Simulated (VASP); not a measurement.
# ZnS in VASP: settings compared

ZnS is run at these levels: PBE, PBEsol, HSE06; tasks: single point.

All numbers are computed with VASP 6.6.1; they aren't measurements. Logs are shortened: lines on timing, memory, paths and dates and some standing lists are left out, and cuts for length are marked.

**What was measured.**

From “Electronic, vibrational, and thermodynamic properties of ZnS (zincblende and rocksalt structure)”, 2009, arxiv:0911.5022, for a bulk crystal of ZnS at 19 K: band gap 3.85 eV (direct).

The results are compared with them further down.

## Step 1: The cell of the first run

The typed cell holds 2 atoms: a = 3.821 Å, b = 3.821 Å, c = 3.821 Å, α = 60.00°, β = 60.00°, γ = 60.00°.

## Step 2: Single point, PBE

Input file INCAR:

```
PREC = Accurate
ENCUT = 520
EDIFF = 1E-6
ISMEAR = 1
SIGMA = 0.05
LREAL = False
LASPH = True
NELM = 100
ALGO = Normal
ISIF = 2
LWAVE = False
LCHARG = False
GGA = PE
NBANDS = 16
```

Input file KPOINTS:

```
regular mesh
0
Gamma
  6 6 6
```

Input file POSCAR:

```
ZnS
1.0
    0.0000000000      2.7020000000      2.7020000000
    2.7020000000      0.0000000000      2.7020000000
    2.7020000000      2.7020000000      0.0000000000
Zn S
1 1
Direct
    0.7397190000      0.7437320000      0.7477960000
   -0.0090390000      0.0118540000     -0.0118510000
```

Potentials or basis: VASP PAW PBE potentials, release 64 (Zn, S).

On the command line:

```console
> cat potpaw_PBE.64/Zn/POTCAR potpaw_PBE.64/S/POTCAR > POTCAR
> mpirun -np 1 vasp_std > vasp.out
```

OUTCAR:

```text
PREC = Accurate
   ENCUT = 520
   EDIFF = 1E-6
   ISMEAR = 1
   LREAL = False
   LASPH = True
   NELM = 100
   ISIF = 2
   GGA = PE

 ion  position               nearest neighbor table
   1  0.740  0.744  0.748-   2 2.28   2 2.34   2 2.37   2 2.37
   2  0.991  0.012  0.988-   1 2.28   1 2.34   1 2.37   1 2.37

  LATTYP: Found a face centered cubic cell.
 ALAT       =     5.4040000000

  Lattice vectors:

 A1 = (   0.0000000000,   2.7020000000,   2.7020000000)
 A2 = (   2.7020000000,   0.0000000000,   2.7020000000)
 A3 = (   2.7020000000,   2.7020000000,   0.0000000000)

Analysis of symmetry for initial positions (statically):
=====================================================================
 Subroutine PRICEL returns:
 Original cell was already a primitive cell.

 Routine SETGRP: Setting up the symmetry group for a
 face centered cubic supercell.

 Subroutine GETGRP returns: Found  1 space group operations
 (whereof  1 operations were pure point group operations)
 out of a pool of 48 trial point group operations.

The static configuration has the point symmetry C_1 .

Analysis of symmetry for dynamics (positions and initial velocities):
=====================================================================
 Subroutine PRICEL returns:
 Original cell was already a primitive cell.

 Routine SETGRP: Setting up the symmetry group for a
 face centered cubic supercell.

 Subroutine GETGRP returns: Found  1 space group operations
 (whereof  1 operations were pure point group operations)
 out of a pool of 48 trial point group operations.

The dynamic configuration has the point symmetry C_1 .

 Subroutine INISYM returns: Found  1 space group operations
 (whereof  1 operations are pure point group operations),
 and found     1 'primitive' translations

----------------------------------------------------------------------------------------

                                     Primitive cell

  volume of cell :      39.4535

  direct lattice vectors                    reciprocal lattice vectors
     0.000000000  2.702000000  2.702000000    -0.185048113  0.185048113  0.185048113
     2.702000000  0.000000000  2.702000000     0.185048113 -0.185048113  0.185048113
     2.702000000  2.702000000  0.000000000     0.185048113  0.185048113 -0.185048113

  length of vectors
     3.821205046  3.821205046  3.821205046     0.320512733  0.320512733  0.320512733

  position of ions in fractional coordinates (direct lattice)
     0.739719000  0.743732000  0.747796000
     0.990961000  0.011854000  0.988149000

  ion indices of the primitive-cell ions
   primitive index   ion index
                 1           1
                 2           2

----------------------------------------------------------------------------------------

 KPOINTS: regular mesh

Automatic generation of k-mesh.
 Grid dimensions read from file:
 generate k-points for:    6    6    6

 Generating k-lattice:

  Cartesian coordinates                     Fractional coordinates (reciprocal lattice)
    -0.030841352  0.030841352  0.030841352     0.166666667  0.000000000  0.000000000
     0.030841352 -0.030841352  0.030841352     0.000000000  0.166666667  0.000000000
     0.030841352  0.030841352 -0.030841352     0.000000000  0.000000000  0.166666667

  Length of vectors
     0.053418789  0.053418789  0.053418789

  Shift w.r.t. Gamma in fractional coordinates (k-lattice)
     0.000000000  0.000000000  0.000000000

 Subroutine IBZKPT returns following result:
 ===========================================

 Found    112 irreducible k-points:

 Following reciprocal coordinates:
            Coordinates               Weight
  0.000000  0.000000  0.000000      1.000000
  0.166667  0.000000  0.000000      2.000000
  0.000000  0.166667  0.000000      2.000000
  0.000000  0.000000  0.166667      2.000000
  0.166667  0.166667  0.166667      2.000000
  0.333333  0.000000  0.000000      2.000000
[... 16 lines left out ...]
  0.166667 -0.166667 -0.166667      2.000000
  0.333333  0.333333  0.166667      2.000000
 [... further k-points ...]
   k-points           NKPTS =    112   k-points in BZ     NKDIM =    112   number of bands    NBANDS=     16
   number of dos      NEDOS =    301   number of ions     NIONS =      2
   total plane-waves  NPLWV =  21952
   dimension x,y,z NGX =    28 NGY =   28 NGZ =   28
   dimension x,y,z NGXF=    56 NGYF=   56 NGZF=   56
   ions per type =               1   1
   NGX,Y,Z   is equivalent  to a cutoff of  12.18, 12.18, 12.18 a.u.
   NGXF,Y,Z  is equivalent  to a cutoff of  24.36, 24.36, 24.36 a.u.
 SYSTEM =  unknown system
   PREC   = accura    normal or accurate (medium, high low for compatibility)
   ISTART =      0    job   : 0-new  1-cont  2-samecut
   ICHARG =      2    charge: 1-file 2-atom 10-const
   ISPIN  =      1    spin polarized calculation?
   LNONCOLLINEAR =      F non collinear calculations
   LSORBIT =      F    spin-orbit coupling
   LASPH  =      T    aspherical Exc in radial PAW
   ENCUT  =  520.0 eV  38.22 Ry    6.18 a.u.   7.10  7.10  7.10*2*pi/ulx,y,z
   NELM   =    100;   NELMIN=  2; NELMDL= -5     # of ELM steps
   EDIFF  = 0.1E-05   stopping-criterion for ELM
   LREAL  =      F    real-space projection
   EDIFFG = 0.1E-04   stopping-criterion for IOM
   NSW    =      0    number of steps for IOM
   IBRION =     -1    ionic relax: 0-MD 1-quasi-New 2-CG
   NFREE  =      0    steps in history (QN), initial steepest desc. (CG)
   ISIF   =      2    stress and relaxation
   ISYM   =      2    0-nonsym 1-usesym 2-fastsym
   POTIM  = 0.5000    time-step for ionic-motion
   TEBEG  =    0.0;   TEEND  =   0.0 temperature during run
   PSTRESS=    0.0 pullay stress
   NELECT =      18.0000    total number of electrons
   NUPDOWN=      -1.0000    fix difference up-down
   EMIN   =  10.00;   EMAX   =-10.00  energy-range for DOS
   EFERMI =   0.00;   METHOD = LEGACY
   ISMEAR =     1;   SIGMA  =   0.05  broadening in eV -4-tet -1-fermi 0-gaus
   EFERMI_NEDOS =   21; number of points for ismear=-14 and -15
   IALGO  =     38    algorithm
   IMIX   =      4    mixing-type and parameters
     AMIX     =   0.40;   BMIX     =  1.00
     AMIX_MAG =   1.60;   BMIX_MAG =  1.00
  volume/ion in A,a.u.               =      19.73       133.12
  Fermi-wavevector in a.u.,A,eV,Ry     =   1.260290  2.381602 21.610537  1.588330
  Thomas-Fermi vector in A             =   2.393807
   LORBIT       =      0    0 simple, 1 ext, 2 COOP (PROOUT), +10 PAW based schemes
   GGA     = PE    functional components
   LHFCALC =     F    Hartree Fock is set to
   AEXX    =    0.0000 exact exchange contribution
   IVDW    =     0    specifies the selected vdW correction
   LEPSILON=     F    determine dielectric tensor
   LRPA    =     F    only Hartree local field effects (RPA)
 non-spin polarized calculation
 Methfessel and Paxton  Order N= 1 SIGMA  =   0.05
  energy-cutoff  :      520.00
  volume of cell :       39.45
 maximum number of plane-waves:      1073
   NGX = 15   NGY = 15   NGZ = 15

 number of electron      18.0000003 magnetization

 Free energy of the ion-electron system (eV)
  ---------------------------------------------------
  ext. energy  EPLUGINS =         0.00000000
  ---------------------------------------------------
  free energy    TOTEN  =        -6.83250698 eV

  energy without entropy =       -6.83253701  energy(sigma->0) =       -6.83251699

 E-fermi :   2.1858     XC(G=0):  -9.6292

 val. band max:        2.1500999078   @ k =   0.0000   0.0000   0.0000
 cond. band min:       4.2247187701   @ k =   0.0000   0.0000   0.0000
 fundamental gap:      2.0746188623
 Fermi energy:         2.1857768953

 k-point     1 :       0.0000    0.0000    0.0000
  band No.  band energies     occupation
      1     -11.0348      2.00000
      2      -4.2881      2.00000
      3      -4.2278      2.00000
      4      -4.2010      2.00000
      5      -3.7411      2.00000
      6      -3.7405      2.00000
[... 8 lines left out ...]
     15      13.8696      0.00000
     16      13.9679      0.00000

 k-point     2 :       0.1667    0.0000    0.0000
  band No.  band energies     occupation
      1     -10.8321      2.00000
      2      -4.2632      2.00000
      3      -4.2051      2.00000
      4      -4.1708      2.00000
      5      -3.7434      2.00000
      6      -3.7420      2.00000
[... 8 lines left out ...]
     15      13.0948      0.00000
     16      14.8061      0.00000

 k-point     3 :       0.0000    0.1667    0.0000
  band No.  band energies     occupation
      1     -10.8283      2.00000
      2      -4.2835      2.00000
      3      -4.1851      2.00000
      4      -4.1622      2.00000
      5      -3.7448      2.00000
      6      -3.7448      2.00000
[... 8 lines left out ...]
     15      13.0456      0.00000
     16      14.8083      0.00000

 k-point     4 :       0.0000    0.0000    0.1667
  band No.  band energies     occupation
      1     -10.8346      2.00000
      2      -4.2556      2.00000
      3      -4.2069      2.00000
      4      -4.1810      2.00000
      5      -3.7427      2.00000
      6      -3.7404      2.00000
[... 8 lines left out ...]
     15      13.1183      0.00000
     16      14.8073      0.00000
[... 324 lines left out ...]
 k-point    22 :       0.1667    0.3333    0.0000
  band No.  band energies     occupation
      1     -10.3804      2.00000
      2      -4.2279      2.00000
      3      -4.1150      2.00000
      4      -4.0540      2.00000
      5      -3.7648      2.00000
      6      -3.7080      2.00000
[... 8 lines left out ...]
     15      14.6275      0.00000
     16      16.1580      0.00000

 k-point    23 :       0.1667   -0.1667   -0.1667
  band No.  band energies     occupation
      1     -10.3852      2.00000
      2      -4.2376      2.00000
      3      -4.1054      2.00000
      4      -4.0634      2.00000
      5      -3.7612      2.00000
      6      -3.7070      2.00000
[... 8 lines left out ...]
     15      14.6272      0.00000
     16      16.0921      0.00000

 k-point    24 :       0.3333    0.3333    0.1667
  band No.  band energies     occupation
      1     -10.3902      2.00000
      2      -4.2346      2.00000
      3      -4.1352      2.00000
      4      -4.0449      2.00000
      5      -3.7577      2.00000
      6      -3.7064      2.00000
[... 8 lines left out ...]
     15      14.6495      0.00000
     16      16.0689      0.00000

 [... further k-points ...]

------------------------ aborting loop because EDIFF is reached ----------------------------------------

  FORCE on cell =-STRESS in cart. coord.  units (eV):
  Direction    XX          YY          ZZ          XY          YZ          ZX
  --------------------------------------------------------------------------------------
  -------------------------------------------------------------------------------------
  Total        0.4775573      0.4775627      0.4602505     -0.3152953     -0.1581828      0.1572795
  in kB       19.3932262     19.3934426     18.6904107    -12.8038934     -6.4236778      6.3869967
  external PRESSURE =      19.1590265 kB  Pullay stress =       0.0000000 kB

 VOLUME and BASIS-vectors are now :
 -----------------------------------------------------------------------------
  energy-cutoff  :      520.00
  volume of cell :       39.45
      direct lattice vectors                 reciprocal lattice vectors
     0.000000000  2.702000000  2.702000000    -0.185048113  0.185048113  0.185048113
     2.702000000  0.000000000  2.702000000     0.185048113 -0.185048113  0.185048113
     2.702000000  2.702000000  0.000000000     0.185048113  0.185048113 -0.185048113

 POSITION                                       TOTAL-FORCE (eV/Angst)
 -----------------------------------------------------------------------------------
      4.03011      4.01927      4.00828         0.163259     -0.161953      0.317808
      2.70201      5.34756      2.70961        -0.163259      0.161953     -0.317808
 -----------------------------------------------------------------------------------
    total drift:                                0.000624      0.000385      0.000232

  FREE ENERGIE OF THE ION-ELECTRON SYSTEM (eV)
  ---------------------------------------------------
  free  energy   TOTEN  =        -6.8325069790 eV

  energy  without entropy=       -6.8325370064  energy(sigma->0) =       -6.83251699
```

Wall time 48 s (1 thread of Intel Xeon Platinum 8488C (Sapphire Rapids), shared host); peak memory 0.2 GiB.

What came out:

- Free energy: -6.8325 eV
- Pressure: 1.9 GPa
- Largest force: 0.392 eV/Å
- Band gap on the k mesh: 2.07 eV

Forces on the atoms (eV/Å):
```
Zn   0.163 -0.162  0.318
S   -0.163  0.162 -0.318
```

Stress tensor (GPa, compression positive):
```
 1.94 -1.28  0.64
-1.28  1.94 -0.64
 0.64 -0.64  1.87
```

## Step 3: Single point, PBEsol

Input file INCAR:

```
SYSTEM = ZnS
PREC = Accurate
ENCUT = 520
EDIFF = 1E-6
ISMEAR = 0
SIGMA = 0.05
LREAL = .False.
LASPH = .True.
NELM = 80
ALGO = Normal
ISIF = 2
LWAVE = .False.
LCHARG = .False.
GGA = PS
NBANDS = 16
```

Input file KPOINTS:

```
regular mesh
0
Gamma
  8 8 8
  0 0 0
```

POSCAR is that of step 2.

Potentials or basis: VASP PAW PBE potentials, release 64 (Zn, S).

On the command line:

```console
> cat potpaw_PBE.64/Zn/POTCAR potpaw_PBE.64/S/POTCAR > POTCAR
> mpirun -np 1 vasp_std > vasp.out
```

Run time: 82 s. Hardware: 1 thread of Intel Xeon Platinum 8488C (Sapphire Rapids), shared host; peak memory 0.27 GiB.

Results (log left out):

```yaml
Free_energy: -7.5723 eV
Pressure: -1.6 GPa
Largest_force: 0.379 eV/Å
Band_gap_on_the_k_mesh: 1.94 eV
```

Forces in eV/Å, atoms in the order of the input:
```
Zn   0.157 -0.156  0.307
S   -0.157  0.156 -0.307
```

Stress tensor (GPa, compression positive):
```
-1.62 -1.16  0.59
-1.16 -1.62 -0.59
 0.59 -0.59 -1.69
```

Levels at points of the mesh, in eV from the valence-band top:
```
           k point  band 5  band 6  band 7  band 8  band 9  band 10  band 11  band 12  band 13  band 14
(0.00, 0.00, 0.00)   -5.92   -5.92   -0.11   -0.03    0.00     1.94     6.25     6.25     6.32    11.59
(0.50, 0.00, 0.00)   -5.88   -5.72   -5.41   -1.02   -0.82     3.16     6.62     6.98     8.66    11.90
(0.00, 0.50, 0.00)   -5.89   -5.73   -5.54   -0.99   -0.91     3.24     6.79     6.94     8.71    11.87
(0.00, 0.00, 0.50)   -5.88   -5.72   -5.32   -1.00   -0.81     3.11     6.59     6.91     8.62    11.92
(0.50, 0.50, 0.50)   -5.88   -5.72   -5.32   -1.00   -0.81     3.11     6.59     6.91     8.62    11.92
(0.50, 0.50, 0.00)   -5.85   -5.71   -4.65   -2.31   -2.27     3.18     3.94    10.78    11.76    11.92
(0.00, 0.50, 0.50)   -5.85   -5.71   -4.65   -2.29   -2.28     3.19     3.92    10.78    11.80    11.88
(0.50, 0.00, 0.50)   -5.85   -5.71   -4.65   -2.29   -2.28     3.19     3.92    10.78    11.80    11.88
```

Caveat: the PAW data sets were made with another functional, which shifts forces and pressure a little.

## Step 4: Single point, PBEsol

Input file INCAR:

```
SYSTEM = ZnS
PREC = Accurate
ENCUT = 520
EDIFF = 1E-7
ISMEAR = 0
SIGMA = 0.05
LREAL = .FALSE.
LASPH = .TRUE.
NELM = 60
ALGO = Normal
ISIF = 2
LWAVE = .FALSE.
LCHARG = .FALSE.
GGA = PS
NBANDS = 16
```

Input file KPOINTS:

```
regular mesh
0
G
  10 10 10
  0 0 0
```

POSCAR is that of step 3.

On the command line:

```console
> cat potpaw_PBE.64/Zn/POTCAR potpaw_PBE.64/S/POTCAR > POTCAR
> mpirun -np 1 vasp_std > vasp.out
```

It took 3 min on 1 thread of Intel Xeon Platinum 8488C (Sapphire Rapids), shared host; peak memory 0.4 GiB.

Results (log left out):

```yaml
Free_energy: -7.5726 eV
Pressure: -1.6 GPa
Largest_force: 0.379 eV/Å
Band_gap_on_the_k_mesh: 1.94 eV
```

Forces on the atoms (eV/Å):
```
Zn   0.157 -0.156  0.307
S   -0.157  0.156 -0.307
```

Stress tensor (GPa, compression positive):
```
-1.61 -1.16  0.59
-1.16 -1.61 -0.59
 0.59 -0.59 -1.68
```

Levels at points of the mesh, in eV from the valence-band top:
```tsv
k point	band 7	band 8	band 9	band 10	band 11	band 12
(0.00, 0.00, 0.00)	-0.11	-0.03	0.00	1.94	6.25	6.25
(0.50, 0.00, 0.00)	-5.41	-1.02	-0.82	3.16	6.62	6.98
(0.00, 0.50, 0.00)	-5.54	-0.99	-0.91	3.24	6.79	6.94
(0.00, 0.00, 0.50)	-5.32	-1.00	-0.81	3.11	6.60	6.91
(0.50, 0.50, 0.50)	-5.32	-1.00	-0.81	3.11	6.60	6.91
(0.50, 0.50, 0.00)	-4.65	-2.31	-2.27	3.18	3.94	10.78
(0.00, 0.50, 0.50)	-4.65	-2.29	-2.28	3.19	3.92	10.78
(0.50, 0.00, 0.50)	-4.65	-2.29	-2.28	3.19	3.92	10.78
```

Caveat: the PAW data sets were made with another functional, which shifts forces and pressure a little.

## Step 5: Single point, HSE06

Input file POSCAR:

```
ZnS
1.0
    0.0000000000      2.7020000000      2.7020000000
    2.7020000000      0.0000000000      2.7020000000
    2.7020000000      2.7020000000      0.0000000000
Zn S
1 1
Direct
    0.7500000000      0.7500000000      0.7500000000
    0.0000000000      0.0000000000      0.0000000000
```

Input file INCAR.step1:

```
SYSTEM = ZnS
  PREC = Accurate
  ENCUT = 520
  EDIFF = 1E-5
  ISMEAR = 0
  SIGMA = 0.05
  LREAL = .False.
  LASPH = .True.
  NELM = 100
  ALGO = Normal
  ISIF = 2
  LWAVE = .True.
  GGA = PE
  NBANDS = 16
```

Input file INCAR.step2:

```
SYSTEM = ZnS
  PREC = Accurate
  ENCUT = 520
  EDIFF = 1E-6
  ISMEAR = 0
  SIGMA = 0.05
  LREAL = .False.
  LASPH = .True.
  NELM = 100
  ALGO = Normal
  ISIF = 2
  LWAVE = .False.
  LCHARG = .True.
  GGA = PE
  LHFCALC = .True.
  HFSCREEN = 0.2079
  PRECFOCK = Normal
  LELF = .True.
  LVHAR = .True.
  ISTART = 1
  NBANDS = 16
```

Input file KPOINTS:

```
Automatic mesh
0
Gamma
  5 5 5
  0 0 0
```

On the command line:

```console
> cat potpaw_PBE.64/Zn/POTCAR potpaw_PBE.64/S/POTCAR > POTCAR
> cp INCAR.step1 INCAR
> mpirun -np 1 vasp_std > vasp.out
> cp INCAR.step2 INCAR
> mpirun -np 1 vasp_std > vasp.out
```

It took 9.9 min on 1 thread of Intel Xeon Platinum 8488C (Sapphire Rapids), shared host; peak memory 0.26 GiB.

It converged, with:

| Quantity | Value |
| --- | --- |
| Free energy | -8.3659 eV |
| Pressure | 0.9 GPa |
| Band gap on the k mesh | 3.33 eV |

Levels at points of the mesh, in eV from the valence-band top:
```
           k point  band 7  band 8  band 9  band 10  band 11  band 12
(0.00, 0.00, 0.00)    0.00    0.00    0.00     3.33     7.68     7.68
```

Caveat: the PAW data sets were made with another functional, which shifts forces and pressure a little.

## Step 6: The runs side by side

```csv
level,cell,k mesh,smearing,grid for exact exchange (PRECFOCK),share of exact exchange,screening parameter,gap on the mesh (eV),pressure (GPa),largest force (eV/Å)
PBE,"as given, atomic positions A",6 × 6 × 6,methfessel-paxton 0.05 eV,-,-,-,2.07,1.9,0.39
PBEsol,"as given, atomic positions A",8 × 8 × 8,gaussian 0.05 eV,-,-,-,1.94,-1.6,0.38
PBEsol,"as given, atomic positions A",10 × 10 × 10,gaussian 0.05 eV,-,-,-,1.94,-1.6,0.38
HSE06,"as given, atomic positions B",5 × 5 × 5,gaussian 0.05 eV,Normal,0.25,0.2079 1/Å,3.33,0.9,-
```

Alike in all rows: task single point; potentials or basis VASP PAW PBE potentials, release 64 (Zn, S); no spin polarisation; cutoff (eV) 520.

The pressure there spans -1.6 GPa (PBEsol) to 1.9 GPa (PBE); a positive pressure means that this level wants a larger cell, a negative one a smaller.

Caveats: the PAW data sets were made with another functional, which shifts forces and pressure a little (at least some runs).

Total energies depend on the potentials used, so only differences within one code and one set of settings carry meaning.

## Step 7: Comparison with measurements

Step 5. Against the measured gap of ZnS, 3.85 eV (direct; 19 K; quoted in “Electronic, vibrational, and thermodynamic properties of ZnS (zincblende and rocksalt structure)”, 2009, arxiv:0911.5022), the calculated 3.33 eV is off by -0.52 eV. The value is that of HSE06, without temperature or zero-point motion.
